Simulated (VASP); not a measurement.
Input of a VASP 6.6.1 run:

The input INCAR:

```
ALGO = Normal
EDIFF = 1E-6
ENCUT = 500
GGA = PE
GGA_COMPAT = F
ISIF = 2
ISMEAR = -1
LASPH = T
LCHARG = T
LELF = T
LREAL = F
LVHAR = T
LWAVE = F
NBANDS = 11
NELM = 120
PREC = Accurate
SIGMA = 0.06122561905347299
```

KPOINTS

```
k-points
0
Gamma
  34 34 34
```

Contents of POSCAR:

```
Si
1.0
    0.0000000000      2.7351025696      2.7351025696
    2.7351025696      0.0000000000      2.7351025696
    2.7351025696      2.7351025696      0.0000000000
Si
2
Direct
    0.0000000000      0.0000000000      0.0000000000
    0.2500000000      0.2500000000      0.2500000000
```

Potentials or basis: VASP PAW PBE potentials, release 64 (Si).

Run with:

```console
$ cat potpaw_PBE.64/Si/POTCAR > POTCAR
$ mpirun -np 1 vasp_std > vasp.out
```

Problem. Predict the pressure.

Solution. -0.1 GPa.

Problem. Predict the band gap on the k mesh.

Solution. 0.61 eV (least direct gap 2.56 eV).

A k mesh can miss the band edges.
